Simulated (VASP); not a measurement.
Set up this calculation in VASP 6.6.1, as the native input.

- Task: single point
- Functional: PBEsol
- Potentials or basis: VASP PAW PBE potentials, release 64 (K_sv, I)
- Cutoff: 520 eV
- k mesh: 6 × 6 × 6
- Occupations: gaussian, width 0.05 eV
- Spin: no spin polarisation
- Dipole correction: no
- Further INCAR settings: ALGO = Normal; EDIFF = 1e-06; NBANDS = 15

The structure of KI lies in POSCAR:

```
KI
1.0
    4.2911966600      0.0000000000      0.0000000000
    0.0000000000      4.2911966600      0.0000000000
    0.0000000000      0.0000000000      4.2911966600
K I
1 1
Direct
    0.0432549577      0.0432549577      0.0000000000
    0.5000000000      0.5000000000      0.5000000000
```

This cell differs from its parent crystal: all K atoms moved +0.263 Å, as atom 1 along Cartesian [1 1 0].

The input as run:

INCAR

```
SYSTEM = KI
PREC = Accurate
ENCUT = 520
EDIFF = 1E-6
ISMEAR = 0
SIGMA = 0.05
LREAL = .FALSE.
LASPH = .TRUE.
NELM = 80
ALGO = Normal
ISIF = 2
LWAVE = .FALSE.
LCHARG = .FALSE.
GGA = PS
NBANDS = 15
```

KPOINTS

```
Automatic mesh
0
G
  6 6 6
  0 0 0
```

Potentials or basis: VASP PAW PBE potentials, release 64 (K_sv, I).

Command:

```sh
$ cat potpaw_PBE.64/K_sv/POTCAR potpaw_PBE.64/I/POTCAR > POTCAR
$ mpirun -np 1 vasp_std > vasp.out
```

It gave:

```yaml
Pressure: -0.3 GPa
Largest_force: 0.142 eV/Å
Band_gap_on_the_k_mesh: 3.21 eV (least direct gap 3.57 eV)
```

Caveat: the cell differs from its parent crystal (all K atoms moved +0.263 Å, as atom 1 along Cartesian [1 1 0]); the PAW data sets were made with another functional, which shifts forces and pressure a little; spin-orbit coupling is left out, which moves the levels of the heavy elements.

It took 56 s on 1 thread of Intel Xeon 8259CL (shared host), peak memory 0.22 GiB.
